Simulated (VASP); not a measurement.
# LiAgC: single point with PBE

Crystal: LiAgC.

```
Li Ag C
1.0
     3.06998    0.00000    0.00000
     0.00000    3.06998    0.00000
     0.00000    0.00000    4.16547
Li Ag C
1 1 1
Direct
  0.50000 0.50000 0.50000
  0.00000 0.00000 0.00000
  0.00000 0.00000 0.50000
```

```
Program                : VASP 6.6.1
Task                   : single point
Functional             : PBE
Potentials or basis    : VASP PAW PBE potentials, release 64 (Li_sv, Ag, C)
Cutoff                 : 520 eV
k mesh                 : 6 × 6 × 4
Occupations            : gaussian, width 0.1 eV
Spin                   : no spin polarisation
Dipole correction      : no
Further INCAR settings : ALGO = Normal; EDIFF = 1e-07; NBANDS = 16
```

| Property | Result |
| --- | --- |
| Band gap on the k mesh | zero (band 9 reaches 6.43 eV, above the bottom of band 10 at 4.02 eV) |

Levels at points of the mesh, in eV from the Fermi level:
| k point | band 5 | band 6 | band 7 | band 8 | band 9 | band 10 | band 11 | band 12 | band 13 | band 14 |
| --- | --- | --- | --- | --- | --- | --- | --- | --- | --- | --- |
| (0.00, 0.00, 0.00) | -4.31 | -4.31 | -3.83 | -2.52 | 0.43 | 0.43 | 1.32 | 8.14 | 10.93 | 11.50 |
| (0.50, 0.00, 0.00) | -4.33 | -4.24 | -3.44 | -2.95 | -1.29 | 1.26 | 3.33 | 4.75 | 7.64 | 10.64 |
| (0.50, 0.50, 0.00) | -4.91 | -3.37 | -3.09 | -3.09 | -2.33 | -0.50 | 6.39 | 6.39 | 6.98 | 8.91 |
| (0.00, 0.00, 0.50) | -5.29 | -4.71 | -4.71 | -3.83 | 1.52 | 1.52 | 7.09 | 7.15 | 10.54 | 11.58 |
| (0.50, 0.00, 0.50) | -4.99 | -4.57 | -4.31 | -0.88 | -0.64 | 0.08 | 2.19 | 8.97 | 9.36 | 11.63 |
| (0.50, 0.50, 0.50) | -5.88 | -5.30 | -3.37 | -0.84 | -0.84 | 1.35 | 3.76 | 3.76 | 6.95 | 8.35 |

Run time: 7.2 s on 1 thread of Intel(R) Xeon(R) 6975P-C (Granite Rapids) (shared host), peak memory 0.15 GiB.

Caveat: the k points lie up to 0.38 Å⁻¹ apart.
